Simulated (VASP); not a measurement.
Here is a VASP 6.6.1 calculation.

Contents of POSCAR:

```
ScAl3
1.0
   -4.0855365693      0.0000000000      0.0000000000
    0.0000000000      4.0855365693      4.0855365693
    0.0000000000      4.0855365693     -4.0855365693
Sc Al
2 6
Direct
    0.0000000000      0.5000000000      0.5000000000
    0.0000000000      0.0000000000      0.0000000000
    0.5000000000      0.2500000000      0.7500000000
    0.5000000000      0.7500000000      0.2500000000
    0.0000000000      0.5000000000      0.0000000000
    0.0000000000      0.0000000000      0.5000000000
    0.5000000000      0.2500000000      0.2500000000
    0.5000000000      0.7500000000      0.7500000000
```

INCAR.step1

```
SYSTEM = ScAl3
ALGO     = Normal         ! electronic algorithm
EDIFF    = 1E-4           ! SCF threshold, eV
ENCUT    = 520            ! plane-wave cutoff, eV
GGA      = PE             ! functional
ISMEAR   = 0              ! smearing method
LASPH    = .True.         ! aspherical terms in the spheres
LCHARG   = .False.        ! write CHGCAR
LREAL    = .False.        ! projectors in reciprocal space
LWAVE    = .True.         ! write WAVECAR
NBANDS   = 30             ! bands
NELM     = 80             ! most SCF steps
PREC     = Accurate       ! precision mode
SIGMA    = 0.15           ! smearing width, eV
```

The input INCAR.step2:

```
SYSTEM = ScAl3
ALGO     = Normal         ! electronic algorithm
EDIFF    = 1E-6           ! SCF threshold, eV
ENCUT    = 520            ! plane-wave cutoff, eV
ISIF     = 2              ! what is computed and relaxed
ISMEAR   = 0              ! smearing method
ISTART   = 1            
LASPH    = .True.         ! aspherical terms in the spheres
LCHARG   = .True.         ! write CHGCAR
LELF     = .True.         ! ELF
LMIXTAU  = .True.       
LREAL    = .False.        ! projectors in reciprocal space
LVHAR    = .True.       
LWAVE    = .False.        ! write WAVECAR
METAGGA  = R2SCAN         ! meta-GGA
NBANDS   = 30             ! bands
NELM     = 80             ! most SCF steps
PREC     = Accurate       ! precision mode
SIGMA    = 0.15           ! smearing width, eV
```

File KPOINTS:

```
k-points
0
Gamma
  8 6 6
  0 0 0
```

Potentials or basis: VASP PAW PBE potentials, release 64 (Sc_sv, Al).

The run is started by

```console
$ cat potpaw_PBE.64/Sc_sv/POTCAR potpaw_PBE.64/Al/POTCAR > POTCAR
$ cp INCAR.step1 INCAR
$ mpirun -np 1 vasp_std > vasp.out
$ cp INCAR.step2 INCAR
$ mpirun -np 1 vasp_std > vasp.out
```

(1) What does it give for the band gap on the k mesh?

(2) What does it give for the pressure?

## Answers

(1) zero (bands 20 and 21 overlap by 1.96 eV).

(2) 0.0 GPa.

Caveat: the PAW data sets were made with another functional, which shifts forces and pressure a little.
